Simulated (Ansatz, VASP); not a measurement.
# KPt in VASP and in Ansatz

```
K Pt
1.0
     3.71618    0.00000    0.00000
     0.00000    3.71618    0.00000
     0.00000    0.00000    3.71618
K Pt
1 1
Direct
  0.00000 0.00000 0.00000
  0.50000 0.50000 0.50000
```

Alike in both runs: functional PBE; k mesh 14 × 14 × 14; occupations gaussian, width 0.1 eV; no spin polarisation.

Ansatz relaxed the structure, and its values are those at the end. VASP's run is a single point on that final structure, the one shown.

```csv
,VASP,Ansatz
version,VASP 6.6.1,Ansatz 0.2.0
potentials or method,"VASP PAW PBE potentials, release 64 (K_sv, Pt), cutoff 520 eV","scalar-relativistic, plane waves, PAW"
valence electrons in the cell,19,27
```

```tsv
	VASP	Ansatz	Ansatz less VASP
gap on the k mesh at the Fermi level (eV)	none	none	-
pressure (GPa)	0.1	0.0	-0.10
```

A gap of «none» marks a metal or a gap that the smearing closes. VASP's potentials hold 19 valence electrons a cell and Ansatz's 27, so a difference there can come from the potentials and not from the codes.

Neither program's run includes spin-orbit coupling.
